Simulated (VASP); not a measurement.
# CdSe (P6_3mc) in VASP: notebook

CdSe is run at these levels: r2SCAN; tasks: single point.

Program: VASP 6.6.1. These are calculated values, not measurements. Logs are shortened: lines on timing, memory, paths and dates and some standing lists are left out, and cuts for length are marked.

**1. The cell of the first run**

Symmetry: P6_3mc, No. 186, hexagonal system. The conventional cell has a = 4.298 Å, b = 4.298 Å, c = 7.191 Å, α = 90.00°, β = 90.00°, γ = 120.00°. Cd (site symmetry 3m) has 4 Se at 2.64 to 2.70 Å within 3.5 Å. Se (site symmetry 3m) has 4 Cd at 2.64 to 2.70 Å within 3.5 Å.

**2. Single point, r2SCAN (strain +0.000 along x and y, +0.025 along z)**

POSCAR reads:

```
CdSe
1.0
    4.2984999142      0.0000000000      0.0000000000
   -2.1492499571      3.7226101239      0.0000000000
    0.0000000000      0.0000000000      7.1905800000
Cd Se
2 2
Direct
    0.6666666667      0.3333333333      0.0000000000
    0.3333333333      0.6666666667      0.5000000000
    0.6666666667      0.3333333333      0.3750000000
    0.3333333333      0.6666666667      0.8750000000
```

INCAR.step1 reads:

```
SYSTEM = CdSe
ALGO     = Normal         ! electronic algorithm
EDIFF    = 1E-4           ! SCF threshold, eV
ENCUT    = 520            ! plane-wave cutoff, eV
GGA      = PE             ! functional
ISMEAR   = 0              ! smearing method
LASPH    = .TRUE.         ! aspherical terms in the spheres
LCHARG   = .FALSE.        ! write CHGCAR
LREAL    = .FALSE.        ! projectors in reciprocal space
LWAVE    = .TRUE.         ! write WAVECAR
NBANDS   = 26             ! bands
NELM     = 100            ! most SCF steps
PREC     = Accurate       ! precision mode
SIGMA    = 0.05           ! smearing width, eV
```

INCAR.step2 reads:

```
SYSTEM = CdSe
ALGO     = Normal         ! electronic algorithm
EDIFF    = 1E-7           ! SCF threshold, eV
ENCUT    = 520            ! plane-wave cutoff, eV
ISIF     = 2              ! what is computed and relaxed
ISMEAR   = 0              ! smearing method
ISTART   = 1            
LASPH    = .TRUE.         ! aspherical terms in the spheres
LCHARG   = .TRUE.         ! write CHGCAR
LELF     = .TRUE.         ! ELF
LMIXTAU  = .TRUE.       
LREAL    = .FALSE.        ! projectors in reciprocal space
LVHAR    = .TRUE.       
LWAVE    = .FALSE.        ! write WAVECAR
METAGGA  = R2SCAN         ! meta-GGA
NBANDS   = 26             ! bands
NELM     = 100            ! most SCF steps
PREC     = Accurate       ! precision mode
SIGMA    = 0.05           ! smearing width, eV
```

KPOINTS reads:

```
k-points
0
G
  6 6 4
  0 0 0
```

Potentials or basis: VASP PAW PBE potentials, release 64 (Cd, Se).

Run with:

```
> cat potpaw_PBE.64/Cd/POTCAR potpaw_PBE.64/Se/POTCAR > POTCAR
> cp INCAR.step1 INCAR
> mpirun -np 1 vasp_std > vasp.out
> cp INCAR.step2 INCAR
> mpirun -np 1 vasp_std > vasp.out
```

OUTCAR:

```text
SYSTEM = CdSe
   EDIFF = 1E-7
   ENCUT = 520
   ISIF = 2
   ISMEAR = 0
   ISTART = 1
   LASPH = .TRUE.
   LREAL = .FALSE.
   METAGGA = R2SCAN
   NELM = 100
   PREC = Accurate

 ion  position               nearest neighbor table
   1  0.667  0.333  0.000-   4 2.64   4 2.64   4 2.64   3 2.70
   2  0.333  0.667  0.500-   3 2.64   3 2.64   3 2.64   4 2.70
   3  0.667  0.333  0.375-   2 2.64   2 2.64   2 2.64   1 2.70
   4  0.333  0.667  0.875-   1 2.64   1 2.64   1 2.64   2 2.70

  LATTYP: Found a hexagonal cell.
 ALAT       =     4.2984999142
 C/A-ratio  =     1.6728114792

  Lattice vectors:

 A1 = (   4.2984999142,   0.0000000000,   0.0000000000)
 A2 = (  -2.1492499571,   3.7226101239,   0.0000000000)
 A3 = (   0.0000000000,   0.0000000000,   7.1905800000)

Analysis of symmetry for initial positions (statically):
=====================================================================
 Subroutine PRICEL returns:
 Original cell was already a primitive cell.

 Routine SETGRP: Setting up the symmetry group for a
 hexagonal supercell.

 Subroutine GETGRP returns: Found 12 space group operations
 (whereof  6 operations were pure point group operations)
 out of a pool of 24 trial point group operations.

The static configuration has the point symmetry C_3v.
 The point group associated with its full space group is C_6v.

Analysis of symmetry for dynamics (positions and initial velocities):
=====================================================================
 Subroutine PRICEL returns:
 Original cell was already a primitive cell.

 Routine SETGRP: Setting up the symmetry group for a
 hexagonal supercell.

 Subroutine GETGRP returns: Found 12 space group operations
 (whereof  6 operations were pure point group operations)
 out of a pool of 24 trial point group operations.

The dynamic configuration has the point symmetry C_3v.
 The point group associated with its full space group is C_6v.

 Subroutine INISYM returns: Found 12 space group operations
 (whereof  6 operations are pure point group operations),
 and found     1 'primitive' translations

----------------------------------------------------------------------------------------

                                     Primitive cell

  volume of cell :     115.0611

  direct lattice vectors                    reciprocal lattice vectors
     4.298499914  0.000000000  0.000000000     0.232639297  0.134314361  0.000000000
[... 86 lines left out ...]
   EDIFF  = 0.1E-06   stopping-criterion for ELM
   LREAL  =      F    real-space projection
   EDIFFG = 0.1E-05   stopping-criterion for IOM
   NSW    =      0    number of steps for IOM
   IBRION =     -1    ionic relax: 0-MD 1-quasi-New 2-CG
   NFREE  =      0    steps in history (QN), initial steepest desc. (CG)
   ISIF   =      2    stress and relaxation
   ISYM   =      2    0-nonsym 1-usesym 2-fastsym
   POTIM  = 0.5000    time-step for ionic-motion
   TEBEG  =    0.0;   TEEND  =   0.0 temperature during run
   PSTRESS=    0.0 pullay stress
   NELECT =      36.0000    total number of electrons
   NUPDOWN=      -1.0000    fix difference up-down
   EMIN   =  10.00;   EMAX   =-10.00  energy-range for DOS
   EFERMI =   0.00;   METHOD = LEGACY
   ISMEAR =     0;   SIGMA  =   0.05  broadening in eV -4-tet -1-fermi 0-gaus
   EFERMI_NEDOS =   21; number of points for ismear=-14 and -15
   IALGO  =     38    algorithm
   IMIX   =      4    mixing-type and parameters
     AMIX     =   0.40;   BMIX     =  1.00
     AMIX_MAG =   1.60;   BMIX_MAG =  1.00
  volume/ion in A,a.u.               =      28.77       194.12
  Fermi-wavevector in a.u.,A,eV,Ry     =   1.111389  2.100221 16.805727  1.235186
  Thomas-Fermi vector in A             =   2.247952
   LORBIT       =      0    0 simple, 1 ext, 2 COOP (PROOUT), +10 PAW based schemes
   METAGGA = R2SCAN    functional components
   LHFCALC =     F    Hartree Fock is set to
   AEXX    =    0.0000 exact exchange contribution
   IVDW    =     0    specifies the selected vdW correction
   LEPSILON=     F    determine dielectric tensor
   LRPA    =     F    only Hartree local field effects (RPA)
 non-spin polarized calculation
 Gauss-broadening in eV      SIGMA  =   0.05
  energy-cutoff  :      520.00
  volume of cell :      115.06
 maximum number of plane-waves:      3120
 NGX is ok and might be reduce to    32
   NGX = 15   NGY = 15   NGZ = 27

 number of electron      35.9999999 magnetization

 Free energy of the ion-electron system (eV)
  ---------------------------------------------------
  ext. energy  EPLUGINS =         0.00000000
  ---------------------------------------------------
  free energy    TOTEN  =       -71.81728558 eV

  energy without entropy =      -71.81728558  energy(sigma->0) =      -71.81728558

 E-fermi :   0.7848     XC(G=0):  -9.3143

 val. band max:        0.5006631037   @ k =   0.0000   0.0000   0.0000
 cond. band min:       1.5636784270   @ k =   0.0000   0.0000   0.0000
 fundamental gap:      1.0630153234
 Fermi energy:         0.7848372848

 k-point     1 :       0.0000    0.0000    0.0000
  band No.  band energies     occupation
      1     -12.4273      2.00000
      2     -12.0826      2.00000
      3      -7.6204      2.00000
      4      -7.6204      2.00000
      5      -7.6055      2.00000
      6      -7.5568      2.00000
[... 598 lines left out ...]
     25       9.8234      0.00000
     26       9.8234      0.00000

------------------------ aborting loop because EDIFF is reached ----------------------------------------

  FORCE on cell =-STRESS in cart. coord.  units (eV):
  Direction    XX          YY          ZZ          XY          YZ          ZX
  --------------------------------------------------------------------------------------
  -------------------------------------------------------------------------------------
  Total        0.8293555      0.8293555     -0.6466978      0.0000000      0.0000000      0.0000000
  in kB       11.5484297     11.5484297     -9.0049972      0.0000000      0.0000000      0.0000000
  external PRESSURE =       4.6972874 kB  Pullay stress =       0.0000000 kB

 VOLUME and BASIS-vectors are now :
 -----------------------------------------------------------------------------
  energy-cutoff  :      520.00
  volume of cell :      115.06
      direct lattice vectors                 reciprocal lattice vectors
     4.298499914  0.000000000  0.000000000     0.232639297  0.134314361  0.000000000
    -2.149249957  3.722610124  0.000000000     0.000000000  0.268628722  0.000000000
     0.000000000  0.000000000  7.190580000     0.000000000  0.000000000  0.139070840

 POSITION                                       TOTAL-FORCE (eV/Angst)
 -----------------------------------------------------------------------------------
      2.14925      1.24087      0.00000         0.000000     -0.000000      0.142047
     -0.00000      2.48174      3.59529        -0.000000      0.000000      0.142047
      2.14925      1.24087      2.69647        -0.000000      0.000000     -0.142047
     -0.00000      2.48174      6.29176        -0.000000      0.000000     -0.142047
 -----------------------------------------------------------------------------------
    total drift:                                0.000000     -0.000000     -0.004084

  FREE ENERGIE OF THE ION-ELECTRON SYSTEM (eV)
  ---------------------------------------------------
  free  energy   TOTEN  =       -71.8172855767 eV

  energy  without entropy=      -71.8172855767  energy(sigma->0) =      -71.81728558
```

OUTCAR.step1:

```text
SYSTEM = CdSe
   EDIFF = 1E-4
   ENCUT = 520
   GGA = PE
   ISMEAR = 0
   LASPH = .TRUE.
   LREAL = .FALSE.
   NELM = 100
[... 833 lines left out ...]
     -0.00000      2.48174      3.59529         0.000000     -0.000000      0.147207
      2.14925      1.24087      2.69647        -0.000000      0.000000     -0.147207
     -0.00000      2.48174      6.29176         0.000000     -0.000000     -0.147207
 -----------------------------------------------------------------------------------
    total drift:                               -0.000000     -0.000000     -0.000718

  FREE ENERGIE OF THE ION-ELECTRON SYSTEM (eV)
  ---------------------------------------------------
  free  energy   TOTEN  =       -10.9534306498 eV

  energy  without entropy=      -10.9534306498  energy(sigma->0) =      -10.95343065
```

OSZICAR.step1:

```text
N       E                     dE             d eps       ncg     rms          rms(c)
DAV:   1     0.241308687776E+03    0.24131E+03   -0.16981E+04  1092   0.124E+03
DAV:   2     0.134147135635E+01   -0.23997E+03   -0.23153E+03  1212   0.307E+02
DAV:   3    -0.116050228327E+02   -0.12946E+02   -0.12875E+02  1286   0.714E+01
DAV:   4    -0.117132725977E+02   -0.10825E+00   -0.10815E+00  1200   0.622E+00
DAV:   5    -0.117139519815E+02   -0.67938E-03   -0.67935E-03  1252   0.471E-01    0.842E+00
DAV:   6    -0.109869988680E+02    0.72695E+00   -0.12497E+00  1304   0.108E+01    0.668E+00
DAV:   7    -0.109540868993E+02    0.32912E-01   -0.51297E-01  1146   0.363E+00    0.257E+00
DAV:   8    -0.109530735599E+02    0.10133E-02   -0.50553E-02  1136   0.223E+00    0.378E-01
DAV:   9    -0.109531806219E+02   -0.10706E-03   -0.68306E-03  1208   0.935E-01    0.996E-02
DAV:  10    -0.109533354938E+02   -0.15487E-03   -0.77644E-04  1168   0.299E-01    0.698E-02
DAV:  11    -0.109534306498E+02   -0.95156E-04   -0.21496E-04   950   0.836E-02
   1 F= -.10953431E+02 E0= -.10953431E+02  d E =-.108181E-11
```

Run time: 12 min. Hardware: 1 thread of Intel Xeon 8259CL, shared host; peak memory 0.27 GiB.

Results:

```yaml
Free_energy: -71.8173 eV
Pressure: 0.5 GPa
Largest_force: 0.142 eV/Å
Band_gap_on_the_k_mesh: 1.06 eV
```

Forces in eV/Å, atoms in the order of the input:
```
Cd   0.000  0.000  0.142
Cd   0.000  0.000  0.142
Se   0.000  0.000 -0.142
Se   0.000  0.000 -0.142
```

Stress tensor (GPa, compression positive):
```
 1.15  0.00  0.00
 0.00  1.15  0.00
 0.00  0.00 -0.90
```

Levels at points of the mesh, in eV from the valence-band top:
```tsv
k point	band 16	band 17	band 18	band 19	band 20	band 21
(0.00, 0.00, 0.00)	-0.13	0.00	0.00	1.06	2.75	6.43
(0.50, 0.00, 0.00)	-1.78	-1.32	-0.77	3.56	3.77	4.97
(0.00, 0.00, 0.50)	-0.36	-0.36	-0.36	2.80	2.80	6.16
(0.50, 0.00, 0.50)	-1.41	-1.31	-1.31	3.26	3.26	5.22
```

Caveat: the cell differs from its parent crystal (strain +0.000 along x and y, +0.025 along z); the PAW data sets were made with another functional, which shifts forces and pressure a little.

**3. Single point, r2SCAN (strain +0.000 along x and y, +0.050 along z)**

Changes to POSCAR since step 2:

```diff
@@ -4,3 +4,3 @@
    -2.1492499571      3.7226101239      0.0000000000
-    0.0000000000      0.0000000000      7.1905800000
+    0.0000000000      0.0000000000      7.3659600000
 Cd Se
```

Changes to INCAR.step1 since step 2:

```diff
@@ -11,3 +11,3 @@
 NBANDS   = 26             ! bands
-NELM     = 100            ! most SCF steps
+NELM     = 80             ! most SCF steps
 PREC     = Accurate       ! precision mode
```

INCAR.step2 reads:

```
SYSTEM = CdSe
ALGO     = Normal         ! electronic algorithm
EDIFF    = 1E-6           ! SCF threshold, eV
ENCUT    = 520            ! plane-wave cutoff, eV
ISIF     = 2              ! what is computed and relaxed
ISMEAR   = 0              ! smearing method
ISTART   = 1            
LASPH    = .TRUE.         ! aspherical terms in the spheres
LCHARG   = .FALSE.        ! write CHGCAR
LMIXTAU  = .TRUE.       
LREAL    = .FALSE.        ! projectors in reciprocal space
LWAVE    = .FALSE.        ! write WAVECAR
METAGGA  = R2SCAN         ! meta-GGA
NBANDS   = 26             ! bands
NELM     = 80             ! most SCF steps
PREC     = Accurate       ! precision mode
SIGMA    = 0.05           ! smearing width, eV
```

KPOINTS is that of step 2.

Potentials or basis: VASP PAW PBE potentials, release 64 (Cd, Se).

Run with:

```
> cat potpaw_PBE.64/Cd/POTCAR potpaw_PBE.64/Se/POTCAR > POTCAR
> cp INCAR.step1 INCAR
> mpirun -np 1 vasp_std > vasp.out
> cp INCAR.step2 INCAR
> mpirun -np 1 vasp_std > vasp.out
```

Run time: 8.4 min. Hardware: 1 thread of Intel Xeon 8259CL, shared host; peak memory 0.27 GiB.

Results (log left out):

* Free energy: -71.7820 eV
* Pressure: -0.6 GPa
* Largest force: 0.231 eV/Å
* Band gap on the k mesh: 0.97 eV

Forces on the atoms (eV/Å):
```
Cd   0.000  0.000  0.231
Cd   0.000  0.000  0.231
Se   0.000  0.000 -0.231
Se   0.000  0.000 -0.231
```

Stress tensor (GPa, compression positive):
```
 0.59  0.00  0.00
 0.00  0.59  0.00
 0.00  0.00 -3.04
```

Levels at points of the mesh, in eV from the valence-band top:
| k point | band 16 | band 17 | band 18 | band 19 | band 20 | band 21 |
| --- | --- | --- | --- | --- | --- | --- |
| (0.00, 0.00, 0.00) | -0.22 | 0.00 | 0.00 | 0.97 | 2.80 | 6.22 |
| (0.50, 0.00, 0.00) | -1.67 | -1.28 | -0.78 | 3.43 | 3.82 | 4.88 |
| (0.00, 0.00, 0.50) | -0.31 | -0.31 | -0.31 | 2.75 | 2.75 | 6.02 |
| (0.50, 0.00, 0.50) | -1.42 | -1.25 | -1.25 | 3.18 | 3.18 | 5.16 |

Caveat: the cell differs from its parent crystal (strain +0.000 along x and y, +0.050 along z); the PAW data sets were made with another functional, which shifts forces and pressure a little.

(Continued in part 2 of 2.)
